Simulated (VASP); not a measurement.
# Cs (I4/mmm) in VASP: further runs, part 2 of 2

VASP 6.6.1. The steps go on from the part before.

## (3) Single point, r2SCAN

POSCAR reads:

```
Cs
1.0
   -2.7500750000      2.7500750000      4.0972390000
    2.7500750000     -2.7500750000      4.0972390000
    2.7500750000      2.7500750000     -4.0972390000
Cs
1
Direct
    0.0000000000      0.0000000000      0.0000000000
```

INCAR.step1 reads:

```
SYSTEM = Cs
ALGO     = Normal         ! electronic algorithm
EDIFF    = 1E-4           ! SCF threshold, eV
ENCUT    = 520            ! plane-wave cutoff, eV
GGA      = PE             ! functional
ISMEAR   = 1              ! smearing method
LASPH    = .True.         ! aspherical terms in the spheres
LCHARG   = .False.        ! write CHGCAR
LREAL    = .False.        ! projectors in reciprocal space
LWAVE    = .True.         ! write WAVECAR
NBANDS   = 10             ! bands
NELM     = 80             ! most SCF steps
PREC     = Accurate       ! precision mode
SIGMA    = 0.1            ! smearing width, eV
```

INCAR.step2 reads:

```
SYSTEM = Cs
ALGO     = Normal         ! electronic algorithm
EDIFF    = 1E-6           ! SCF threshold, eV
ENCUT    = 520            ! plane-wave cutoff, eV
ISIF     = 2              ! what is computed and relaxed
ISMEAR   = 1              ! smearing method
ISTART   = 1            
LASPH    = .True.         ! aspherical terms in the spheres
LCHARG   = .False.        ! write CHGCAR
LMIXTAU  = .True.       
LREAL    = .False.        ! projectors in reciprocal space
LWAVE    = .False.        ! write WAVECAR
METAGGA  = R2SCAN         ! meta-GGA
NBANDS   = 10             ! bands
NELM     = 80             ! most SCF steps
PREC     = Accurate       ! precision mode
SIGMA    = 0.1            ! smearing width, eV
```

KPOINTS reads:

```
k-points
0
Gamma
  6 6 6
  0 0 0
```

Potentials or basis: VASP PAW PBE potentials, release 64 (Cs_sv).

On the command line:

```sh
$ cat potpaw_PBE.64/Cs_sv/POTCAR > POTCAR
$ cp INCAR.step1 INCAR
$ mpirun -np 1 vasp_std > vasp.out
$ cp INCAR.step2 INCAR
$ mpirun -np 1 vasp_std > vasp.out
```

OUTCAR:

```text
SYSTEM = Cs
   EDIFF = 1E-6
   ENCUT = 520
   ISIF = 2
   ISMEAR = 1
   ISTART = 1
   LASPH = .True.
   LREAL = .False.
   METAGGA = R2SCAN
   NELM = 80
   PREC = Accurate

 ion  position               nearest neighbor table
   1  0.000  0.000  0.000-

  LATTYP: Found a body centered tetragonal cell.
 ALAT       =     5.5001500000
 C/A-ratio  =     1.4898644582

  Lattice vectors:

 A1 = (  -2.7500750000,   2.7500750000,   4.0972390000)
 A2 = (   2.7500750000,  -2.7500750000,   4.0972390000)
 A3 = (   2.7500750000,   2.7500750000,  -4.0972390000)

Analysis of symmetry for initial positions (statically):
=====================================================================
 Subroutine PRICEL returns:
 Original cell was already a primitive cell.

 Routine SETGRP: Setting up the symmetry group for a
 body centered tetragonal supercell.

 Subroutine GETGRP returns: Found 16 space group operations
 (whereof 16 operations were pure point group operations)
 out of a pool of 16 trial point group operations.

The static configuration has the point symmetry D_4h.

Analysis of symmetry for dynamics (positions and initial velocities):
=====================================================================
 Subroutine PRICEL returns:
 Original cell was already a primitive cell.

 Routine SETGRP: Setting up the symmetry group for a
 body centered tetragonal supercell.

 Subroutine GETGRP returns: Found 16 space group operations
 (whereof 16 operations were pure point group operations)
 out of a pool of 16 trial point group operations.

The dynamic configuration has the point symmetry D_4h.

 Subroutine INISYM returns: Found 16 space group operations
 (whereof 16 operations are pure point group operations),
 and found     1 'primitive' translations

----------------------------------------------------------------------------------------

                                     Primitive cell

  volume of cell :     123.9482

  direct lattice vectors                    reciprocal lattice vectors
    -2.750075000  2.750075000  4.097239000     0.000000000  0.181813223  0.122033399
     2.750075000 -2.750075000  4.097239000     0.181813223  0.000000000  0.122033399
     2.750075000  2.750075000 -4.097239000     0.181813223  0.181813223  0.000000000

  length of vectors
     5.649176262  5.649176262  5.649176262     0.218970771  0.218970771  0.257122726

  position of ions in fractional coordinates (direct lattice)
     0.000000000  0.000000000  0.000000000

  ion indices of the primitive-cell ions
   primitive index   ion index
                 1           1

----------------------------------------------------------------------------------------

 KPOINTS: k-points

Automatic generation of k-mesh.
 Grid dimensions read from file:
 generate k-points for:    6    6    6

 Generating k-lattice:

  Cartesian coordinates                     Fractional coordinates (reciprocal lattice)
     0.000000000  0.030302204  0.020338900     0.166666667  0.000000000  0.000000000
     0.030302204  0.000000000  0.020338900     0.000000000  0.166666667  0.000000000
     0.030302204  0.030302204  0.000000000     0.000000000  0.000000000  0.166666667

  Length of vectors
     0.036495128  0.036495128  0.042853788

  Shift w.r.t. Gamma in fractional coordinates (k-lattice)
     0.000000000  0.000000000  0.000000000

 Subroutine IBZKPT returns following result:
 ===========================================

 Found     30 irreducible k-points:

 Following reciprocal coordinates:
            Coordinates               Weight
  0.000000  0.000000  0.000000      1.000000
  0.166667  0.000000 -0.000000      8.000000
  0.333333  0.000000 -0.000000      8.000000
  0.500000  0.000000 -0.000000      4.000000
  0.166667  0.166667 -0.000000      8.000000
  0.333333  0.166667 -0.000000     16.000000
[... 16 lines left out ...]
 -0.333333 -0.333333  0.166667      8.000000
 -0.166667 -0.333333  0.166667      8.000000
 [... further k-points ...]
   k-points           NKPTS =     30   k-points in BZ     NKDIM =     30   number of bands    NBANDS=     10
   number of dos      NEDOS =    301   number of ions     NIONS =      1
   total plane-waves  NPLWV =  74088
   dimension x,y,z NGX =    42 NGY =   42 NGZ =   42
   dimension x,y,z NGXF=    84 NGYF=   84 NGZF=   84
   ions per type =               1
   NGX,Y,Z   is equivalent  to a cutoff of  12.36, 12.36, 12.36 a.u.
   NGXF,Y,Z  is equivalent  to a cutoff of  24.72, 24.72, 24.72 a.u.
 SYSTEM =  Cs
   PREC   = accura    normal or accurate (medium, high low for compatibility)
   ISTART =      1    job   : 0-new  1-cont  2-samecut
   ICHARG =      0    charge: 1-file 2-atom 10-const
   ISPIN  =      1    spin polarized calculation?
   LNONCOLLINEAR =      F non collinear calculations
   LSORBIT =      F    spin-orbit coupling
   LASPH  =      T    aspherical Exc in radial PAW
   ENCUT  =  520.0 eV  38.22 Ry    6.18 a.u.  10.50 10.50 10.50*2*pi/ulx,y,z
   NELM   =     80;   NELMIN=  2; NELMDL=  0     # of ELM steps
   EDIFF  = 0.1E-05   stopping-criterion for ELM
   LREAL  =      F    real-space projection
   EDIFFG = 0.1E-04   stopping-criterion for IOM
   NSW    =      0    number of steps for IOM
   IBRION =     -1    ionic relax: 0-MD 1-quasi-New 2-CG
   NFREE  =      0    steps in history (QN), initial steepest desc. (CG)
   ISIF   =      2    stress and relaxation
   ISYM   =      2    0-nonsym 1-usesym 2-fastsym
   POTIM  = 0.5000    time-step for ionic-motion
   TEBEG  =    0.0;   TEEND  =   0.0 temperature during run
   PSTRESS=    0.0 pullay stress
   NELECT =       9.0000    total number of electrons
   NUPDOWN=      -1.0000    fix difference up-down
   EMIN   =  10.00;   EMAX   =-10.00  energy-range for DOS
   EFERMI =   0.00;   METHOD = LEGACY
   ISMEAR =     1;   SIGMA  =   0.10  broadening in eV -4-tet -1-fermi 0-gaus
   EFERMI_NEDOS =   21; number of points for ismear=-14 and -15
   IALGO  =     38    algorithm
   IMIX   =      4    mixing-type and parameters
     AMIX     =   0.40;   BMIX     =  1.00
     AMIX_MAG =   1.60;   BMIX_MAG =  1.00
  volume/ion in A,a.u.               =     123.95       836.44
  Fermi-wavevector in a.u.,A,eV,Ry     =   0.682981  1.290648  6.346623  0.466464
  Thomas-Fermi vector in A             =   1.762213
   LORBIT       =      0    0 simple, 1 ext, 2 COOP (PROOUT), +10 PAW based schemes
   METAGGA = R2SCAN    functional components
   LHFCALC =     F    Hartree Fock is set to
   AEXX    =    0.0000 exact exchange contribution
   IVDW    =     0    specifies the selected vdW correction
   LEPSILON=     F    determine dielectric tensor
   LRPA    =     F    only Hartree local field effects (RPA)
 non-spin polarized calculation
 Methfessel and Paxton  Order N= 1 SIGMA  =   0.10
  energy-cutoff  :      520.00
  volume of cell :      123.95
 maximum number of plane-waves:      3372
   NGX = 21   NGY = 21   NGZ = 21

 number of electron       9.0000001 magnetization

 Free energy of the ion-electron system (eV)
  ---------------------------------------------------
  ext. energy  EPLUGINS =         0.00000000
  ---------------------------------------------------
  free energy    TOTEN  =       -25.00778659 eV

  energy without entropy =      -25.00873244  energy(sigma->0) =      -25.00810187

 E-fermi :   0.3231     XC(G=0):  -5.4468

 val. band max:        0.3182180970   @ k =  -0.3333   0.3333   0.1667
 cond. band min:       0.4363973341   @ k =   0.5000   0.0000  -0.0000
 fundamental gap:      0.1181792371
 Fermi energy:         0.3230972811

 k-point     1 :       0.0000    0.0000    0.0000
  band No.  band energies     occupation
      1     -24.4749      2.00000
      2     -10.8515      2.00000
      3     -10.8515      2.00000
      4     -10.8510      2.00000
      5      -1.3507      2.00000
      6       2.9681      0.00000
      7       3.1287      0.00000
      8       3.1287      0.00000
      9       3.9885      0.00000
     10       4.3220      0.00000
[... 287 lines left out ...]
 k-point    24 :      -0.1667   -0.3333    0.1667
  band No.  band energies     occupation
      1     -24.4716      2.00000
      2     -10.9143      2.00000
      3     -10.8707      2.00000
      4     -10.8665      2.00000
      5      -0.4308      2.00000
      6       1.9654     -0.00000
      7       2.5246      0.00000
      8       3.3950      0.00000
      9       3.7894      0.00000
     10       4.6218      0.00000

 [... further k-points ...]

------------------------ aborting loop because EDIFF is reached ----------------------------------------

  FORCE on cell =-STRESS in cart. coord.  units (eV):
  Direction    XX          YY          ZZ          XY          YZ          ZX
  --------------------------------------------------------------------------------------
  -------------------------------------------------------------------------------------
  Total        0.0176283      0.0176283      0.0086471      0.0000000      0.0000000      0.0000000
  in kB        0.2278661      0.2278661      0.1117738      0.0000000      0.0000000      0.0000000
  external PRESSURE =       0.1891687 kB  Pullay stress =       0.0000000 kB

 VOLUME and BASIS-vectors are now :
 -----------------------------------------------------------------------------
  energy-cutoff  :      520.00
  volume of cell :      123.95
      direct lattice vectors                 reciprocal lattice vectors
    -2.750075000  2.750075000  4.097239000     0.000000000  0.181813223  0.122033399
     2.750075000 -2.750075000  4.097239000     0.181813223  0.000000000  0.122033399
     2.750075000  2.750075000 -4.097239000     0.181813223  0.181813223  0.000000000

 POSITION                                       TOTAL-FORCE (eV/Angst)
 -----------------------------------------------------------------------------------
      0.00000      0.00000      0.00000         0.000000     -0.000000     -0.000000
 -----------------------------------------------------------------------------------
    total drift:                               -0.000000      0.000000     -0.000000

  FREE ENERGIE OF THE ION-ELECTRON SYSTEM (eV)
  ---------------------------------------------------
  free  energy   TOTEN  =       -25.0077865938 eV

  energy  without entropy=      -25.0087324362  energy(sigma->0) =      -25.00810187
```

It took 6.4 min on 1 thread of Intel Xeon 8259CL, shared host; peak memory 0.29 GiB.

What came out:

```
Free energy            : -25.0078 eV
Pressure               : 0.0 GPa
Band gap on the k mesh : zero (an odd number of electrons rules out a gap without spin polarisation)
```

Caveat: the PAW data sets were made with another functional, which shifts forces and pressure a little; spin-orbit coupling is left out, which moves the levels of the heavy elements.

The gap in the log of VASP goes by the Fermi energy; the results here count the filled bands.